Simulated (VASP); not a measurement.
A run of VASP 6.6.1:

File POSCAR:

```
AlBiO4
1.0
    4.3377111266      0.0000000000      0.0000000000
    0.0000000000      4.3377111266      0.0000000000
    0.0000000000      0.0000000000      4.3377111266
Al Bi O
1 1 4
Direct
    0.0000000000      0.0000000000      0.0000000000
    0.5000000000      0.5000000000      0.5000000000
    0.2346313914      0.2346313914      0.2346313914
    0.7653686086      0.7653686086      0.2346313914
    0.7653686086      0.2346313914      0.7653686086
    0.2346313914      0.7653686086      0.7653686086
```

The input INCAR.step1:

```
SYSTEM = AlBiO4
ALGO = Normal
EDIFF = 1E-7
ENCUT = 520
GGA = PE
ISIF = 2
ISMEAR = 0
LASPH = .TRUE.
LCHARG = .TRUE.
LREAL = .FALSE.
LWAVE = .FALSE.
NBANDS = 30
NELM = 60
PREC = Accurate
SIGMA = 0.1
```

The input KPOINTS.step1:

```
k-points
0
G
  10 10 10
  0 0 0
```

The input INCAR.step2:

```
SYSTEM = AlBiO4
ALGO = Normal
EDIFF = 1E-7
ENCUT = 520
GGA = PE
ICHARG = 11
ISIF = 2
ISMEAR = -5
LASPH = .TRUE.
LCHARG = .FALSE.
LORBIT = 11
LREAL = .FALSE.
LWAVE = .FALSE.
NEDOS = 1001
NELM = 60
PREC = Accurate
SIGMA = 0.1
```

KPOINTS.step2

```
k-points
0
G
  15 15 15
  0 0 0
```

Potentials or basis: VASP PAW PBE potentials, release 64 (Al, Bi_d, O).

Command:

```bash
$ cat potpaw_PBE.64/Al/POTCAR potpaw_PBE.64/Bi_d/POTCAR potpaw_PBE.64/O/POTCAR > POTCAR
$ cp INCAR.step1 INCAR
$ cp KPOINTS.step1 KPOINTS
$ mpirun -np 1 vasp_std > vasp.out
$ cp INCAR.step2 INCAR
$ cp KPOINTS.step2 KPOINTS
$ mpirun -np 1 vasp_std > vasp.out
```

Hardware: 1 thread of Intel(R) Xeon(R) 6975P-C (Granite Rapids), with other jobs on the host.

Question: How long does it take, and how much memory?

Answer: Wall time 74 s on 1 thread of Intel(R) Xeon(R) 6975P-C (Granite Rapids), on a shared host, peak memory 0.34 GiB. Counts: k points 120.
